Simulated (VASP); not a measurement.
# Re: electric field gradients with PBE

Crystal: Re.

```
Re
1.0
     1.38392    0.79901    6.69861
    -1.38392    0.79901    6.69861
     0.00000   -1.59802    6.69861
Re
3
Direct
  0.00000 0.00000 0.00000
  0.22217 0.22217 0.22217
  0.77783 0.77783 0.77783
```

```yaml
Program: VASP 6.6.1
Task: electric field gradients
Functional: PBE
Potentials_or_basis: VASP PAW PBE potentials, release 64 (Re)
Cutoff: 520 eV
k_mesh: 15 × 15 × 15
Occupations: fermi-dirac, width 0.05 eV
Spin: no spin polarisation
Dipole_correction: no
Further_INCAR_settings: ALGO = Normal; EDIFF = 1e-08; NBANDS = 18
```

```
Pressure                                : 3.1 GPa
Largest force                           : 0.022 eV/Å
Band gap on the k mesh                  : zero (an odd number of electrons rules out a gap without spin polarisation)
Largest electric field gradient by atom : Re -80.8, -35.6 (each value once) V/Å²
```

Forces in eV/Å, atoms in the order of the input:
```
Re   0.000  0.000  0.000
Re   0.000  0.000 -0.022
Re   0.000  0.000  0.022
```

Stress tensor (GPa, compression positive):
```
3.39 0.00 0.00
0.00 3.39 0.00
0.00 0.00 2.53
```

Levels at points of the mesh, in eV from the Fermi level:
```csv
k point,band 8,band 9,band 10,band 11,band 12,band 13
"(0.00, 0.00, 0.00)",-1.61,-1.54,-1.54,-1.15,-1.15,0.55
```

Electric field gradients, principal values (V/Å²):
| atom | least | middle | greatest (by size) |
| --- | --- | --- | --- |
| 1 Re | 40.418 | 40.418 | -80.836 |
| 2 Re | 17.803 | 17.803 | -35.606 |
| 3 Re | 17.803 | 17.803 | -35.606 |

Wall time 14 min on 1 thread of Intel(R) Xeon(R) 6975P-C (Granite Rapids), on a shared host, peak memory 0.55 GiB.

Caveat: the cell stands under pressure; without QUAD_EFG the Cq values of the log hold for a quadrupole moment of 1 mb, not for the nuclei; spin-orbit coupling is left out, which moves the levels of the heavy elements.
